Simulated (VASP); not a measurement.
# C (C2/m) in VASP: further runs

C is run at these levels: PBE+D3(BJ); tasks: single point.

Everything below comes from runs of VASP 6.6.1. Logs are shortened: lines on timing, memory, paths and dates and some standing lists are left out, and cuts for length are marked.

### Step 1. The cell of the first run

The typed cell holds 4 atoms: a = 4.184 Å, b = 2.416 Å, c = 3.687 Å, α = 90.00°, β = 112.16°, γ = 90.00°.

### Step 2. Single point, PBE+D3(BJ) (biaxial strain in the a-b plane: -2.0 %)

INCAR

```
  PREC = Accurate
  ENCUT = 520
  EDIFF = 1E-7
  ISMEAR = 0
  SIGMA = 0.02
  LREAL = False
  LASPH = True
  NELM = 60
  ALGO = Normal
  ISIF = 2
  LWAVE = False
  LCHARG = True
  GGA = PE
  IVDW = 12
  LELF = True
  LVHAR = True
  NBANDS = 16
```

KPOINTS

```
Automatic mesh
0
Gamma
  8 12 8
```

POSCAR

```
C
1.0
    4.1840167733      0.0000000000      0.0000000000
    0.0000000000      2.4156249541      0.0000000000
   -1.3903076421      0.0000000000      3.4144329134
C
4
Direct
    0.8333715330      0.0000000000      0.0001140593
    0.6666284670      0.5000000000      0.9998859407
    0.3333715330      0.5000000000      0.0001140593
    0.1666284670      0.0000000000      0.9998859407
```

Potentials or basis: VASP PAW PBE potentials, release 64 (C).

On the command line:

```sh
cat potpaw_PBE.64/C/POTCAR > POTCAR
mpirun -np 1 vasp_std > vasp.out
```

OUTCAR:

```text
PREC = Accurate
   ENCUT = 520
   EDIFF = 1E-7
   ISMEAR = 0
   LREAL = False
   LASPH = True
   NELM = 60
   ISIF = 2
   GGA = PE
   IVDW = 12
 IVDW          = 12

 ion  position               nearest neighbor table
   1  0.833  0.000  0.000-   2 1.39   2 1.39   4 1.39
   2  0.667  0.500  1.000-   1 1.39   1 1.39   3 1.39
   3  0.333  0.500  0.000-   4 1.39   4 1.39   2 1.39
   4  0.167  0.000  1.000-   3 1.39   3 1.39   1 1.39

  LATTYP: Found a simple monoclinic cell.
 ALAT       =     3.6866390466
 B/A-ratio  =     0.6552377175
 C/A-ratio  =     1.1349135949
 COS(beta)  =    -0.3771206306

  Lattice vectors:

 A1 = (  -1.3903076421,   0.0000000000,   3.4144329134)
 A2 = (   0.0000000000,  -2.4156249541,   0.0000000000)
 A3 = (   4.1840167733,   0.0000000000,   0.0000000000)

Analysis of symmetry for initial positions (statically):
=====================================================================
 Subroutine PRICEL returns following result:

  LATTYP: Found a base centered monoclinic cell.
 ALAT       =     4.1840167733
 B/A-ratio  =     0.5773459059
 C/A-ratio  =     0.8811243468
 COS(beta)  =    -0.3771206306

  Lattice vectors:

 A1 = (   2.0920083866,  -1.2078124771,   0.0000000000)
 A2 = (   2.0920083866,   1.2078124771,   0.0000000000)
 A3 = (  -1.3903076421,   0.0000000000,   3.4144329134)

   2 primitive cells build up your supercell.

 Routine SETGRP: Setting up the symmetry group for a
 simple monoclinic supercell.

 Subroutine GETGRP returns: Found  4 space group operations
 (whereof  4 operations were pure point group operations)
 out of a pool of  4 trial point group operations.

The static configuration has the point symmetry C_2h.

Analysis of symmetry for dynamics (positions and initial velocities):
=====================================================================
 Subroutine PRICEL returns following result:

  LATTYP: Found a base centered monoclinic cell.
 ALAT       =     4.1840167733
 B/A-ratio  =     0.5773459059
 C/A-ratio  =     0.8811243468
 COS(beta)  =    -0.3771206306

  Lattice vectors:

 A1 = (   2.0920083866,  -1.2078124771,   0.0000000000)
 A2 = (   2.0920083866,   1.2078124771,   0.0000000000)
 A3 = (  -1.3903076421,   0.0000000000,   3.4144329134)

   2 primitive cells build up your supercell.

 Routine SETGRP: Setting up the symmetry group for a
 simple monoclinic supercell.

 Subroutine GETGRP returns: Found  4 space group operations
 (whereof  4 operations were pure point group operations)
 out of a pool of  4 trial point group operations.

The dynamic configuration has the point symmetry C_2h.

 Subroutine INISYM returns: Found  4 space group operations
 (whereof  4 operations are pure point group operations),
 and found     2 'primitive' translations

----------------------------------------------------------------------------------------

                                     Primitive cell

  volume of cell :      17.2549

  direct lattice vectors                    reciprocal lattice vectors
     2.092008387 -1.207812477  0.000000000     0.239004778 -0.413971547  0.097319285
     2.092008387  1.207812477  0.000000000     0.239004778  0.413971547  0.097319285
    -1.390307642  0.000000000  3.414432913     0.000000000  0.000000000  0.292874403

  length of vectors
     2.415638646  2.415638646  3.686639047     0.487818377  0.487818377  0.292874403

  position of ions in fractional coordinates (direct lattice)
     0.833371533  0.833371533  0.000114059
     0.166628467  0.166628467  0.999885941

  ion indices of the primitive-cell ions
   primitive index   ion index
                 1           1
                 2           4

----------------------------------------------------------------------------------------

 KPOINTS: Automatic mesh

Automatic generation of k-mesh.
 Grid dimensions read from file:
 generate k-points for:    8   12    8

 Generating k-lattice:

  Cartesian coordinates                     Fractional coordinates (reciprocal lattice)
     0.029875597  0.000000000  0.012164911     0.125000000  0.000000000  0.000000000
     0.000000000  0.034497629  0.000000000     0.000000000  0.083333333  0.000000000
     0.000000000  0.000000000  0.036609300     0.000000000  0.000000000  0.125000000

  Length of vectors
     0.032257346  0.034497629  0.036609300

  Shift w.r.t. Gamma in fractional coordinates (k-lattice)
     0.000000000  0.000000000  0.000000000

 Subroutine IBZKPT returns following result:
 ===========================================

 Found    238 irreducible k-points:

 Following reciprocal coordinates:
            Coordinates               Weight
  0.000000  0.000000  0.000000      1.000000
  0.125000  0.000000  0.000000      2.000000
  0.250000  0.000000  0.000000      2.000000
  0.375000  0.000000  0.000000      2.000000
  0.500000  0.000000  0.000000      1.000000
  0.000000  0.083333  0.000000      2.000000
[... 16 lines left out ...]
  0.250000  0.333333  0.000000      4.000000
  0.375000  0.333333  0.000000      4.000000
 [... further k-points ...]
   k-points           NKPTS =    238   k-points in BZ     NKDIM =    238   number of bands    NBANDS=     16
   number of dos      NEDOS =    301   number of ions     NIONS =      4
   total plane-waves  NPLWV =  16128
   dimension x,y,z NGX =    32 NGY =   18 NGZ =   28
   dimension x,y,z NGXF=    64 NGYF=   36 NGZF=   56
   ions per type =               4
   NGX,Y,Z   is equivalent  to a cutoff of  12.71, 12.39, 12.63 a.u.
   NGXF,Y,Z  is equivalent  to a cutoff of  25.43, 24.78, 25.25 a.u.
 SYSTEM =  unknown system
   PREC   = accura    normal or accurate (medium, high low for compatibility)
   ISTART =      0    job   : 0-new  1-cont  2-samecut
   ICHARG =      2    charge: 1-file 2-atom 10-const
   ISPIN  =      1    spin polarized calculation?
   LNONCOLLINEAR =      F non collinear calculations
   LSORBIT =      F    spin-orbit coupling
   LASPH  =      T    aspherical Exc in radial PAW
   ENCUT  =  520.0 eV  38.22 Ry    6.18 a.u.   7.78  4.49  6.85*2*pi/ulx,y,z
   NELM   =     60;   NELMIN=  2; NELMDL= -5     # of ELM steps
   EDIFF  = 0.1E-06   stopping-criterion for ELM
   LREAL  =      F    real-space projection
   EDIFFG = 0.1E-05   stopping-criterion for IOM
   NSW    =      0    number of steps for IOM
   IBRION =     -1    ionic relax: 0-MD 1-quasi-New 2-CG
   NFREE  =      0    steps in history (QN), initial steepest desc. (CG)
   ISIF   =      2    stress and relaxation
   ISYM   =      2    0-nonsym 1-usesym 2-fastsym
   POTIM  = 0.5000    time-step for ionic-motion
   TEBEG  =    0.0;   TEEND  =   0.0 temperature during run
   PSTRESS=    0.0 pullay stress
   NELECT =      16.0000    total number of electrons
   NUPDOWN=      -1.0000    fix difference up-down
   EMIN   =  10.00;   EMAX   =-10.00  energy-range for DOS
   EFERMI =   0.00;   METHOD = LEGACY
   ISMEAR =     0;   SIGMA  =   0.02  broadening in eV -4-tet -1-fermi 0-gaus
   EFERMI_NEDOS =   21; number of points for ismear=-14 and -15
   IALGO  =     38    algorithm
   IMIX   =      4    mixing-type and parameters
     AMIX     =   0.40;   BMIX     =  1.00
     AMIX_MAG =   1.60;   BMIX_MAG =  1.00
  volume/ion in A,a.u.               =       8.63        58.22
  Fermi-wavevector in a.u.,A,eV,Ry     =   1.267071  2.394417 21.843735  1.605469
  Thomas-Fermi vector in A             =   2.400238
   LORBIT       =      0    0 simple, 1 ext, 2 COOP (PROOUT), +10 PAW based schemes
   GGA     = PE    functional components
   LHFCALC =     F    Hartree Fock is set to
   AEXX    =    0.0000 exact exchange contribution
   IVDW    =    12    specifies the selected vdW correction
   LEPSILON=     F    determine dielectric tensor
   LRPA    =     F    only Hartree local field effects (RPA)
 non-spin polarized calculation
 Gauss-broadening in eV      SIGMA  =   0.02
  energy-cutoff  :      520.00
  volume of cell :       34.51
 maximum number of plane-waves:       956
   NGX = 15   NGY =  9   NGZ = 13

 number of electron      16.0000003 magnetization

 Free energy of the ion-electron system (eV)
  ---------------------------------------------------
  ext. energy  EPLUGINS =         0.00000000
  ---------------------------------------------------
  free energy    TOTEN  =       -36.72915127 eV

  energy without entropy =      -36.72915127  energy(sigma->0) =      -36.72915127

 E-fermi :   4.7316     XC(G=0): -10.3223

 val. band max:        4.6122533932   @ k =   0.0000   0.3333   0.0000
 cond. band min:       5.1849320777   @ k =   0.0000   0.3333   0.3750
 fundamental gap:      0.5726786845
 Fermi energy:         4.7316263724

 k-point     1 :       0.0000    0.0000    0.0000
  band No.  band energies     occupation
      1     -15.2331      2.00000
      2      -9.5290      2.00000
      3      -8.6885      2.00000
      4      -2.1947      2.00000
      5      -1.6909      2.00000
      6       1.9142      2.00000
[... 8 lines left out ...]
     15      18.2801      0.00000
     16      18.9334      0.00000

 k-point     2 :       0.1250    0.0000    0.0000
  band No.  band energies     occupation
      1     -15.1326      2.00000
      2     -10.5400      2.00000
      3      -7.5437      2.00000
      4      -2.1188      2.00000
      5      -1.5937      2.00000
      6       1.5333      2.00000
[... 8 lines left out ...]
     15      17.0921      0.00000
     16      19.0875      0.00000

 k-point     3 :       0.2500    0.0000    0.0000
  band No.  band energies     occupation
      1     -14.8320      2.00000
      2     -11.7298      2.00000
      3      -5.9584      2.00000
      4      -1.8872      2.00000
      5      -1.3064      2.00000
      6       0.5059      2.00000
[... 8 lines left out ...]
     15      15.6517      0.00000
     16      19.5960      0.00000
[... 362 lines left out ...]
 k-point    23 :       0.2500    0.3333    0.0000
  band No.  band energies     occupation
      1     -12.8065      2.00000
      2      -9.8497      2.00000
      3      -7.0691      2.00000
      4      -4.3138      2.00000
      5      -4.1961      2.00000
      6      -0.9498      2.00000
[... 8 lines left out ...]
     15      18.3588      0.00000
     16      19.7997      0.00000

 k-point    24 :       0.3750    0.3333    0.0000
  band No.  band energies     occupation
      1     -12.3239      2.00000
      2     -10.8263      2.00000
      3      -6.5920      2.00000
      4      -5.1866      2.00000
      5      -2.9059      2.00000
      6      -1.0955      2.00000
[... 8 lines left out ...]
     15      18.8098      0.00000
     16      20.4518      0.00000

 [... further k-points ...]

------------------------ aborting loop because EDIFF is reached ----------------------------------------

 Edisp (eV)   -0.60829

 E8    (eV) :    -0.1719

  FORCE on cell =-STRESS in cart. coord.  units (eV):
  Direction    XX          YY          ZZ          XY          YZ          ZX
  --------------------------------------------------------------------------------------
  -------------------------------------------------------------------------------------
  Total       6.39395     6.37884    -0.15522     0.00000     0.00000    -0.00132
  in kB     296.85064   296.14919    -7.20630     0.00000     0.00000    -0.06146
  external pressure =      195.26 kB  Pullay stress =        0.00 kB

 VOLUME and BASIS-vectors are now :
 -----------------------------------------------------------------------------
  energy-cutoff  :      520.00
  volume of cell :       34.51
      direct lattice vectors                 reciprocal lattice vectors
     4.184016773  0.000000000  0.000000000     0.239004778  0.000000000  0.097319285
     0.000000000  2.415624954  0.000000000     0.000000000  0.413971547  0.000000000
    -1.390307642  0.000000000  3.414432913     0.000000000  0.000000000  0.292874403

 POSITION                                       TOTAL-FORCE (eV/Angst)
 -----------------------------------------------------------------------------------
      3.48668      0.00000      0.00039        -0.003469     -0.000000      0.005735
      1.39904      1.20781      3.41404         0.003469      0.000000     -0.005735
      1.39467      1.20781      0.00039        -0.003469     -0.000000      0.005735
     -0.69297      0.00000      3.41404         0.003469     -0.000000     -0.005735
 -----------------------------------------------------------------------------------
    total drift:                               -0.000000     -0.000000      0.000000

  FREE ENERGIE OF THE ION-ELECTRON SYSTEM (eV)
  ---------------------------------------------------
  free  energy   TOTEN  =       -37.3374364940 eV

  energy  without entropy=      -37.3374364940  energy(sigma->0) =      -37.33743649
```

Run time: 2.3 min. Hardware: 1 thread of Intel Xeon 8259CL, shared host; peak memory 0.22 GiB.

What came out:

```yaml
Free_energy: -37.3374 eV
Pressure: 19.5 GPa
Largest_force: 0.007 eV/Å
Dispersion_energy_per_atom: -0.152 eV
```

Forces on the atoms (eV/Å):
```
C   -0.003  0.000  0.006
C    0.003  0.000 -0.006
C   -0.003  0.000  0.006
C    0.003  0.000 -0.006
```

Stress tensor (GPa, compression positive):
```
29.69  0.00 -0.01
 0.00 29.61  0.00
-0.01  0.00 -0.72
```

Caveat: the cell differs from its parent crystal (biaxial strain in the a-b plane: -2.0 %); the stress differs along the axes, from -1 to 30 GPa.

### Step 3. Single point, PBE+D3(BJ)

This run uses another cell than the first one, of 8.88 Å³/atom.

INCAR

```
SYSTEM = C
PREC = Accurate
ENCUT = 520
EDIFF = 1E-7
ISMEAR = 0
SIGMA = 0.02
LREAL = .False.
LASPH = .True.
NELM = 80
ALGO = Normal
ISIF = 2
LWAVE = .False.
LCHARG = .True.
GGA = PE
IVDW = 12
LELF = .True.
LVHAR = .True.
NBANDS = 16
```

KPOINTS

```
regular mesh
0
Gamma
  8 12 8
  0 0 0
```

POSCAR

```
C
1.0
    4.2694048708      0.0000000000      0.0000000000
    0.0000000000      2.4649234225      0.0000000000
   -1.4186812674      0.0000000000      3.3739455666
C
4
Direct
    0.8333715330      0.0000000000      0.0001140593
    0.6666284670      0.5000000000      0.9998859407
    0.3333715330      0.5000000000      0.0001140593
    0.1666284670      0.0000000000      0.9998859407
```

Potentials or basis: VASP PAW PBE potentials, release 64 (C).

On the command line:

```sh
cat potpaw_PBE.64/C/POTCAR > POTCAR
mpirun -np 1 vasp_std > vasp.out
```

Run time: 2.3 min. Hardware: 1 thread of Intel Xeon 8259CL, shared host; peak memory 0.22 GiB.

It converged, with:

- Free energy: -37.4698 eV
- Pressure: 0.4 GPa
- Largest force: 0.009 eV/Å
- Dispersion energy per atom: -0.155 eV

Forces on the atoms (eV/Å):
```
C   -0.001  0.000  0.009
C    0.001  0.000 -0.009
C   -0.001  0.000  0.009
C    0.001  0.000 -0.009
```

Stress tensor (GPa, compression positive):
```
 0.79  0.00 -0.01
 0.00  0.76  0.00
-0.01  0.00 -0.24
```
